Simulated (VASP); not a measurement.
**Sc3C: relaxation of cell and atoms with PBE**

Sc3C:

```xyz
4
Lattice="4.0002 0.0000 0.0000 0.0000 4.0002 0.0000 0.0000 0.0000 4.0002" Properties=species:S:1:pos:R:3 pbc="T T T"
Sc    0.0000    2.0001    2.0001
Sc    2.0001    0.0000    2.0001
Sc    2.0001    2.0001    0.0000
C     0.0000    0.0000    0.0000
```

```json
{
 "Program": "VASP 6.6.1",
 "Task": "relaxation of cell and atoms",
 "Functional": "PBE",
 "Potentials or basis": "VASP PAW PBE potentials, release 64 (Sc_sv, C)",
 "Cutoff": "600 eV",
 "k mesh": "12 × 12 × 12",
 "Occupations": "gaussian, width 0.1 eV",
 "Spin": "no spin polarisation",
 "Dipole correction": "no",
 "Further INCAR settings": "ALGO = Normal; EDIFF = 1e-06; IBRION = 2; EDIFFG = -0.01; NSW = 100; ISIF = 3"
}
```

```
Relaxed volume                        : 16.24 Å³/atom
Relaxed cell                          : a = 4.020 Å, b = 4.020 Å, c = 4.020 Å, α = 90.00°, β = 90.00°, γ = 90.00°
Space group after relaxing (to 0.1 Å) : Pm-3m (No. 221)
Energy gained by relaxing             : 0.7 meV/atom
Ionic steps                           : 2
Pressure after relaxing               : -0.1 GPa
```

Step by step:
| step | energy change (eV) | largest force (eV/Å) | pressure (GPa) | volume (Å³) |
| --- | --- | --- | --- | --- |
| 1 | 0.0000 | 0.0000 | 1.02 | 64.01 |
| 2 | -0.0028 | 0.0000 | -0.09 | 64.96 |

Final structure:
```
Sc C
1.0
     4.01985    0.00000    0.00000
     0.00000    4.01985    0.00000
     0.00000    0.00000    4.01985
Sc C
3 1
Direct
  0.00000 0.50000 0.50000
  0.50000 0.00000 0.50000
  0.50000 0.50000 0.00000
  0.00000 0.00000 0.00000
```

Levels at points of the mesh, in eV from the Fermi level:
```csv
k point,band 15,band 16,band 17,band 18,band 19,band 20,band 21,band 22
"(0.00, 0.00, 0.00)",-1.12,-1.12,-0.99,-0.99,-0.99,-0.81,-0.81,-0.81
"(0.50, 0.00, 0.00)",-2.11,-2.08,-2.08,-0.30,0.45,1.26,1.26,1.50
"(0.50, 0.50, 0.00)",-3.46,-2.43,-1.00,0.20,0.20,0.21,1.46,1.46
"(0.50, 0.50, 0.50)",-2.15,-2.15,-1.54,-1.54,-1.54,1.46,1.46,1.46
```

Run time: 4.3 min on 1 thread of Intel Xeon 8259CL, with other jobs on the host, peak memory 0.27 GiB.

Caveat: the highest band is partly filled, so the run has too few bands.
